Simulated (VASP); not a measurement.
Input of a VASP 6.6.1 run:

INCAR

```
SYSTEM = BP
ALGO = Normal ; EDIFF = 1E-6
ENCUT = 520 ; GGA = PE
ISIF = 2 ; ISMEAR = 0
LASPH = .True. ; LCHARG = .False.
LREAL = .False. ; LWAVE = .False.
NBANDS = 16 ; NELM = 80
PREC = Accurate ; SIGMA = 0.01
```

The input KPOINTS:

```
k-points
0
Gamma
  9 9 2
  0 0 0
```

File POSCAR:

```
BP
1.0
    3.2772362102      0.0000000000      0.0000000000
   -1.6386181051      2.8381698123      0.0000000000
    0.0000000000      0.0000000000     10.0588502398
B P
2 2
Direct
    0.3333333333      0.6666666667      0.2500000000
    0.6666666667      0.3333333333      0.7500000000
    0.6666666667      0.3333333333      0.2500000000
    0.3333333333      0.6666666667      0.7500000000
```

Potentials or basis: VASP PAW PBE potentials, release 64 (B, P).

Launch:

```sh
$ cat potpaw_PBE.64/B/POTCAR potpaw_PBE.64/P/POTCAR > POTCAR
$ mpirun -np 1 vasp_std > vasp.out
```

(1) Predict the pressure.

(2) Predict the band gap on the k mesh.

Results:

(1) -4.5 GPa.

(2) 0.96 eV.

Caveat: the stress differs along the axes, from -7 to -0 GPa; this functional lacks dispersion, which binds layers or chains, so the pressure and a relaxed spacing across them are unreliable.
